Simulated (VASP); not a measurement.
Wanted: the native input for a VASP 6.6.1 run.

- Task: single point
- Functional: PBE
- Dispersion: D3(BJ)
- Potentials or basis: VASP PAW PBE potentials, release 64 (Al, N)
- Cutoff: 600 eV
- k mesh: 6 × 6 × 6
- Occupations: gaussian, width 0.1 eV
- Spin: no spin polarisation
- Dipole correction: no
- Further INCAR settings: ALGO = Normal; EDIFF = 1e-06; NBANDS = 11

The structure of AlN lies in POSCAR:

```
AlN
1.0
    0.0000000000      2.0345180000      2.0345180000
    2.0345180000      0.0000000000      2.0345180000
    2.0345180000      2.0345180000      0.0000000000
Al N
1 1
Direct
    0.5000000000      0.5000000000      0.5000000000
    0.0000000000      0.0000000000      0.0000000000
```

The input as run:

INCAR

```
PREC = Accurate ; ENCUT = 600
EDIFF = 1E-6 ; ISMEAR = 0
SIGMA = 0.1 ; LREAL = False
LASPH = True ; NELM = 120
ALGO = Normal ; ISIF = 2
LWAVE = False ; LCHARG = False
GGA = PE ; IVDW = 12
NBANDS = 11 ; GGA_COMPAT = False
```

KPOINTS

```
regular mesh
0
Gamma
  6 6 6
```

Potentials or basis: VASP PAW PBE potentials, release 64 (Al, N).

Command:

```sh
$ cat potpaw_PBE.64/Al/POTCAR potpaw_PBE.64/N/POTCAR > POTCAR
$ mpirun -np 1 vasp_std > vasp.out
```

It gave:

* Pressure: -6.7 GPa
* Band gap on the k mesh: 4.42 eV, indirect (least direct gap 5.41 eV)
* Dispersion energy per atom: -0.333 eV

Caveat: the k points lie up to 0.45 Å⁻¹ apart.

It used 7.5 s of CPU time on 1 thread of AMD EPYC 7R13 Processor (Zen 3) (shared host).
